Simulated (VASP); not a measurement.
# CoO (zincblende type) (F-43m) in VASP: a series of runs

The runs below take CoO (zincblende type) through single point, relaxation of cell and atoms, with PBE.

Program: VASP 6.6.1. These are calculated values, not measurements. Logs are shortened: lines on timing, memory, paths and dates and some standing lists are left out, and cuts for length are marked.

### Step 1. The cell of the first run

The structure is cubic, space group F-43m (No. 216). The conventional cell has a = 4.573 Å, b = 4.573 Å, c = 4.573 Å, α = 90.00°, β = 90.00°, γ = 90.00°. Within 2.6 Å of Co (site symmetry -43m) lie 4 O at 1.98 Å. Within 2.6 Å of O (site symmetry -43m) lie 4 Co at 1.98 Å.

### Step 2. Single point, PBE, collinear spin, ferromagnetic start (11.95 Å³/atom)

Contents of INCAR:

```
PREC     = Accurate       # precision mode
ENCUT    = 520            # plane-wave cutoff, eV
EDIFF    = 1E-6           # SCF threshold, eV
ISMEAR   = -1             # smearing method
SIGMA    = 0.05           # smearing width, eV
LREAL    = False          # projectors in reciprocal space
LASPH    = True           # aspherical terms in the spheres
NELM     = 150            # most SCF steps
ALGO     = Normal         # electronic algorithm
ISIF     = 2              # what is computed and relaxed
LWAVE    = False          # write WAVECAR
LCHARG   = False          # write CHGCAR
ISPIN    = 2              # spin polarisation
MAGMOM   = 2 0            # initial moments
LORBIT   = 11             # projections on sites
LMAXMIX  = 4              # l up to which the mixer works
GGA      = PE             # functional
NBANDS   = 18             # bands
```

Contents of KPOINTS:

```
Automatic mesh
0
Gamma
  13 13 13
```

Contents of POSCAR:

```
CoO
1.0
    0.0000000000      2.2864418442      2.2864418442
    2.2864418442      0.0000000000      2.2864418442
    2.2864418442      2.2864418442      0.0000000000
Co O
1 1
Direct
    0.0000000000      0.0000000000      0.0000000000
    0.2500000000      0.2500000000      0.2500000000
```

Potentials or basis: VASP PAW PBE potentials, release 64 (Co, O).

Run with:

```bash
> cat potpaw_PBE.64/Co/POTCAR potpaw_PBE.64/O/POTCAR > POTCAR
> mpirun -np 1 vasp_std > vasp.out
```

OUTCAR:

```text
PREC = Accurate
   ENCUT = 520
   EDIFF = 1E-6
   ISMEAR = -1
   LREAL = False
   LASPH = True
   NELM = 150
   ISIF = 2
   ISPIN = 2
   LORBIT = 11
   GGA = PE

 ion  position               nearest neighbor table
   1  0.000  0.000  0.000-   2 1.98   2 1.98   2 1.98   2 1.98
   2  0.250  0.250  0.250-   1 1.98   1 1.98   1 1.98   1 1.98

  LATTYP: Found a face centered cubic cell.
 ALAT       =     4.5728836884

  Lattice vectors:

 A1 = (   0.0000000000,   2.2864418442,   2.2864418442)
 A2 = (   2.2864418442,   0.0000000000,   2.2864418442)
 A3 = (   2.2864418442,   2.2864418442,   0.0000000000)

Analysis of symmetry for initial positions (statically):
=====================================================================
 Subroutine PRICEL returns:
 Original cell was already a primitive cell.

 Routine SETGRP: Setting up the symmetry group for a
 face centered cubic supercell.

 Subroutine GETGRP returns: Found 24 space group operations
 (whereof 24 operations were pure point group operations)
 out of a pool of 48 trial point group operations.

The static configuration has the point symmetry T_d .

Analysis of symmetry for dynamics (positions and initial velocities):
=====================================================================
 Subroutine PRICEL returns:
 Original cell was already a primitive cell.

 Routine SETGRP: Setting up the symmetry group for a
 face centered cubic supercell.

 Subroutine GETGRP returns: Found 24 space group operations
 (whereof 24 operations were pure point group operations)
 out of a pool of 48 trial point group operations.

The dynamic configuration has the point symmetry T_d .

Analysis of structural, dynamic, and magnetic symmetry:
=====================================================================
 Subroutine PRICEL returns:
 Original cell was already a primitive cell.

 Routine SETGRP: Setting up the symmetry group for a
 face centered cubic supercell.

 Subroutine GETGRP returns: Found 24 space group operations
 (whereof 24 operations were pure point group operations)
 out of a pool of 48 trial point group operations.

The overall configuration has the point symmetry T_d .

 Subroutine INISYM returns: Found 24 space group operations
 (whereof 24 operations are pure point group operations),
 and found     1 'primitive' translations

----------------------------------------------------------------------------------------

                                     Primitive cell

  volume of cell :      23.9062

  direct lattice vectors                    reciprocal lattice vectors
     0.000000000  2.286441844  2.286441844    -0.218680393  0.218680393  0.218680393
     2.286441844  0.000000000  2.286441844     0.218680393 -0.218680393  0.218680393
     2.286441844  2.286441844  0.000000000     0.218680393  0.218680393 -0.218680393

  length of vectors
     3.233517066  3.233517066  3.233517066     0.378765550  0.378765550  0.378765550

  position of ions in fractional coordinates (direct lattice)
     0.000000000  0.000000000  0.000000000
     0.250000000  0.250000000  0.250000000

  ion indices of the primitive-cell ions
   primitive index   ion index
                 1           1
                 2           2

----------------------------------------------------------------------------------------

 KPOINTS: Automatic mesh

Automatic generation of k-mesh.
 Grid dimensions read from file:
 generate k-points for:   13   13   13

 Generating k-lattice:

  Cartesian coordinates                     Fractional coordinates (reciprocal lattice)
    -0.016821569  0.016821569  0.016821569     0.076923077  0.000000000  0.000000000
     0.016821569 -0.016821569  0.016821569     0.000000000  0.076923077  0.000000000
     0.016821569  0.016821569 -0.016821569     0.000000000  0.000000000  0.076923077

  Length of vectors
     0.029135812  0.029135812  0.029135812

  Shift w.r.t. Gamma in fractional coordinates (k-lattice)
     0.000000000  0.000000000  0.000000000

 Subroutine IBZKPT returns following result:
 ===========================================

 Found     84 irreducible k-points:

 Following reciprocal coordinates:
            Coordinates               Weight
  0.000000  0.000000  0.000000      1.000000
  0.076923  0.000000  0.000000      8.000000
  0.153846  0.000000  0.000000      8.000000
  0.230769  0.000000  0.000000      8.000000
  0.307692  0.000000  0.000000      8.000000
  0.384615  0.000000  0.000000      8.000000
[... 16 lines left out ...]
  0.384615  0.153846  0.000000     24.000000
  0.461538  0.153846  0.000000     24.000000
 [... further k-points ...]
   k-points           NKPTS =     84   k-points in BZ     NKDIM =     84   number of bands    NBANDS=     18
   number of dos      NEDOS =    301   number of ions     NIONS =      2
   total plane-waves  NPLWV =  13824
   dimension x,y,z NGX =    24 NGY =   24 NGZ =   24
   dimension x,y,z NGXF=    48 NGYF=   48 NGZF=   48
   ions per type =               1   1
   NGX,Y,Z   is equivalent  to a cutoff of  12.34, 12.34, 12.34 a.u.
   NGXF,Y,Z  is equivalent  to a cutoff of  24.68, 24.68, 24.68 a.u.
 SYSTEM =  unknown system
   PREC   = accura    normal or accurate (medium, high low for compatibility)
   ISTART =      0    job   : 0-new  1-cont  2-samecut
   ICHARG =      2    charge: 1-file 2-atom 10-const
   ISPIN  =      2    spin polarized calculation?
   LNONCOLLINEAR =      F non collinear calculations
   LSORBIT =      F    spin-orbit coupling
   LASPH  =      T    aspherical Exc in radial PAW
   ENCUT  =  520.0 eV  38.22 Ry    6.18 a.u.   6.01  6.01  6.01*2*pi/ulx,y,z
   NELM   =    150;   NELMIN=  2; NELMDL= -5     # of ELM steps
   EDIFF  = 0.1E-05   stopping-criterion for ELM
   LREAL  =      F    real-space projection
   EDIFFG = 0.1E-04   stopping-criterion for IOM
   NSW    =      0    number of steps for IOM
   IBRION =     -1    ionic relax: 0-MD 1-quasi-New 2-CG
   NFREE  =      0    steps in history (QN), initial steepest desc. (CG)
   ISIF   =      2    stress and relaxation
   ISYM   =      2    0-nonsym 1-usesym 2-fastsym
   POTIM  = 0.5000    time-step for ionic-motion
   TEBEG  =    0.0;   TEEND  =   0.0 temperature during run
   PSTRESS=    0.0 pullay stress
   NELECT =      15.0000    total number of electrons
   NUPDOWN=      -1.0000    fix difference up-down
   EMIN   =  10.00;   EMAX   =-10.00  energy-range for DOS
   EFERMI =   0.00;   METHOD = LEGACY
   ISMEAR =    -1;   SIGMA  =   0.05  broadening in eV -4-tet -1-fermi 0-gaus
   EFERMI_NEDOS =   21; number of points for ismear=-14 and -15
   IALGO  =     38    algorithm
   IMIX   =      4    mixing-type and parameters
     AMIX     =   0.40;   BMIX     =  1.00
     AMIX_MAG =   1.60;   BMIX_MAG =  1.00
  volume/ion in A,a.u.               =      11.95        80.66
  Fermi-wavevector in a.u.,A,eV,Ry     =   1.401528  2.648504 26.725660  1.964281
  Thomas-Fermi vector in A             =   2.524380
   LORBIT       =     11    0 simple, 1 ext, 2 COOP (PROOUT), +10 PAW based schemes
   GGA     = PE    functional components
   LHFCALC =     F    Hartree Fock is set to
   AEXX    =    0.0000 exact exchange contribution
   IVDW    =     0    specifies the selected vdW correction
   LEPSILON=     F    determine dielectric tensor
   LRPA    =     F    only Hartree local field effects (RPA)
 spin polarized calculation
  energy-cutoff  :      520.00
  volume of cell :       23.91
 maximum number of plane-waves:       654
   NGX = 13   NGY = 13   NGZ = 13

 number of electron      15.0000006 magnetization       2.8716789

 Free energy of the ion-electron system (eV)
  ---------------------------------------------------
  ext. energy  EPLUGINS =         0.00000000
  ---------------------------------------------------
  free energy    TOTEN  =       -13.35645446 eV

  energy without entropy =      -13.34286835  energy(sigma->0) =      -13.34966140

 E-fermi :   5.4679     XC(G=0): -10.9663

 val. band max:        5.4588791968   @ k =   0.2308   0.1538   0.0769
 cond. band min:       5.4693353166   @ k =  -0.1538   0.1538   0.0000
 fundamental gap:      0.0104561198
 Fermi energy:         5.4678747216

 spin component 1

 k-point     1 :       0.0000    0.0000    0.0000
  band No.  band energies     occupation
      1     -14.1694      1.00000
      2      -0.3917      1.00000
      3      -0.3917      1.00000
      4      -0.3917      1.00000
      5       3.2779      1.00000
      6       3.2779      1.00000
[... 10 lines left out ...]
     17      25.4937      0.00000
     18      27.7756      0.00000
[... 463 lines left out ...]
 k-point    24 :       0.4615    0.1538    0.0000
  band No.  band energies     occupation
      1     -13.5903      1.00000
      2      -0.9973      1.00000
      3      -0.1022      1.00000
      4       0.0506      1.00000
      5       2.9952      1.00000
      6       3.1599      1.00000
[... 10 lines left out ...]
     17      30.3227      0.00000
     18      31.7267      0.00000

 [... further k-points ...]

 spin component 2

 k-point     1 :       0.0000    0.0000    0.0000
  band No.  band energies     occupation
      1     -13.6216      1.00000
      2       0.8770      1.00000
      3       0.8770      1.00000
      4       0.8771      1.00000
      5       5.0087      0.99990
      6       5.0089      0.99990
[... 10 lines left out ...]
     17      25.9077      0.00000
     18      28.1813      0.00000
[... 463 lines left out ...]
 k-point    24 :       0.4615    0.1538    0.0000
  band No.  band energies     occupation
      1     -13.0089      1.00000
      2      -0.4119      1.00000
      3       0.8873      1.00000
      4       1.1085      1.00000
      5       5.0449      0.99979
      6       5.2554      0.98594
[... 10 lines left out ...]
     17      30.8423      0.00000
     18      32.1054      0.00000

 [... further k-points ...]

------------------------ aborting loop because EDIFF is reached ----------------------------------------

  FORCE on cell =-STRESS in cart. coord.  units (eV):
  Direction    XX          YY          ZZ          XY          YZ          ZX
  --------------------------------------------------------------------------------------
  -------------------------------------------------------------------------------------
  Total       -0.8268562     -0.8268562     -0.8268562      0.0000000      0.0000000     -0.0000000
  in kB      -55.4153526    -55.4153526    -55.4153526      0.0000000      0.0000000     -0.0000000
  external PRESSURE =     -55.4153526 kB  Pullay stress =       0.0000000 kB

 VOLUME and BASIS-vectors are now :
 -----------------------------------------------------------------------------
  energy-cutoff  :      520.00
  volume of cell :       23.91
      direct lattice vectors                 reciprocal lattice vectors
     0.000000000  2.286441844  2.286441844    -0.218680393  0.218680393  0.218680393
     2.286441844  0.000000000  2.286441844     0.218680393 -0.218680393  0.218680393
     2.286441844  2.286441844  0.000000000     0.218680393  0.218680393 -0.218680393

 POSITION                                       TOTAL-FORCE (eV/Angst)
 -----------------------------------------------------------------------------------
      0.00000      0.00000      0.00000         0.000000      0.000000     -0.000000
      1.14322      1.14322      1.14322        -0.000000     -0.000000      0.000000
 -----------------------------------------------------------------------------------
    total drift:                                0.000001      0.000001      0.000001

  FREE ENERGIE OF THE ION-ELECTRON SYSTEM (eV)
  ---------------------------------------------------
  free  energy   TOTEN  =       -13.3564544562 eV

  energy  without entropy=      -13.3428683536  energy(sigma->0) =      -13.34966140

 total charge

# of ion       s       p       d       tot
------------------------------------------
    1        0.331   0.412   7.170   7.914
    2        1.551   3.422   0.000   4.973
--------------------------------------------------
tot          1.882   3.834   7.170  12.887

 magnetization (x)

# of ion       s       p       d       tot
------------------------------------------
    1        0.019   0.048   2.399   2.466
    2        0.021   0.291   0.000   0.311
--------------------------------------------------
tot          0.040   0.338   2.399   2.777
```

It took 46 s on 1 thread of AMD EPYC 9R45 (Zen 5), shared host; peak memory 0.16 GiB.

What came out:

- Free energy: -13.3565 eV
- Pressure: -5.5 GPa
- Net moment: 2.87 μB per cell
- Site moments: Co +2.47; O +0.31 μB
- Valence electrons inside the program's atomic spheres: Co 7.91; O 4.97

Caveat: the cell stands under tension; a cell with one magnetic atom can't hold antiferromagnetic order, which such compounds often take; semilocal functionals often make such compounds metallic where correlation or magnetic order opens a gap, which also shifts bond lengths. With open d or f shells a metallic result of PBE can be an artefact of self-interaction; +U or a hybrid may open a gap.

### Step 3. Relaxation of cell and atoms, PBE, collinear spin, ferromagnetic start

This run uses another cell than the first one, of 11.12 Å³/atom.

Contents of INCAR:

```
PREC     = Accurate       # precision mode
ENCUT    = 600            # plane-wave cutoff, eV
EDIFF    = 1E-7           # SCF threshold, eV
ISMEAR   = -1             # smearing method
SIGMA    = 0.05           # smearing width, eV
LREAL    = F              # projectors in reciprocal space
LASPH    = T              # aspherical terms in the spheres
NELM     = 150            # most SCF steps
ALGO     = Normal         # electronic algorithm
ISIF     = 3              # what is computed and relaxed
LWAVE    = F              # write WAVECAR
LCHARG   = F              # write CHGCAR
ISPIN    = 2              # spin polarisation
MAGMOM   = 2 0            # initial moments
LORBIT   = 11             # projections on sites
LMAXMIX  = 4              # l up to which the mixer works
GGA      = PE             # functional
IBRION   = 2              # ionic algorithm
NSW      = 100            # ionic steps
EDIFFG   = -0.005         # ionic threshold
```

KPOINTS is that of step 2.

Contents of POSCAR:

```
CoO
1.0
    0.0000000000      2.2322827293      2.2322827293
    2.2322827293      0.0000000000      2.2322827293
    2.2322827293      2.2322827293      0.0000000000
Co O
1 1
Direct
    0.0000000000      0.0000000000      0.0000000000
    0.2500000000      0.2500000000      0.2500000000
```

Potentials or basis: VASP PAW PBE potentials, release 64 (Co, O).

Run with:

```bash
> cat potpaw_PBE.64/Co/POTCAR potpaw_PBE.64/O/POTCAR > POTCAR
> mpirun -np 1 vasp_std > vasp.out
```

Run time: 95 s. Hardware: 1 thread of Intel Xeon Platinum 8488C (Sapphire Rapids), shared host; peak memory 0.21 GiB.

The run converged. Its results:

```yaml
Free_energy: -13.3772 eV
Relaxed_volume: 11.36 Å³/atom
Relaxed_cell: a = 3.179 Å, b = 3.179 Å, c = 3.179 Å, α = 60.00°, β = 60.00°, γ = 60.00°
Space_group_after_relaxing_to_0.1_Å: F-43m (No. 216)
Energy_gained_by_relaxing: 1.8 meV/atom
Ionic_steps: 3
Pressure_after_relaxing: 0.0 GPa
Net_moment: 2.73 μB per cell
Site_moments: Co +2.35; O +0.29 μB
Valence_electrons_inside_the_program's_atomic_spheres: Co 8.01; O 4.99
```

The path:
```
step  energy change (eV)  largest force (eV/Å)  pressure (GPa)  volume (Å³)
   1              0.0000                0.0000            2.48        22.25
   2             -0.0034                0.0000           -0.49        22.81
   3             -0.0036                0.0000            0.02        22.71
```

Final structure:
```
Co O
1.0
     0.00000    2.24768    2.24768
     2.24768    0.00000    2.24768
     2.24768    2.24768    0.00000
Co O
1 1
Direct
  0.00000 0.00000 0.00000
  0.25000 0.25000 0.25000
```

Levels at points of the mesh, in eV from the Fermi level:
Spin up:
```csv
k point,band 5,band 6,band 7,band 8,band 9,band 10,band 11,band 12
"(0.00, 0.00, 0.00)",-2.18,-2.18,0.21,0.34,0.34,0.34,14.28,14.28
```
Spin down:
```
           k point  band 2  band 3  band 4  band 5  band 6  band 7  band 8  band 9  band 10  band 11
(0.00, 0.00, 0.00)   -4.97   -4.97   -4.97   -0.53   -0.53    0.70    2.66    2.66     2.66    14.73
```

Caveat: a cell with one magnetic atom can't hold antiferromagnetic order, which such compounds often take; semilocal functionals often make such compounds metallic where correlation or magnetic order opens a gap, which also shifts bond lengths. With open d or f shells a metallic result of PBE can be an artefact of self-interaction; +U or a hybrid may open a gap.
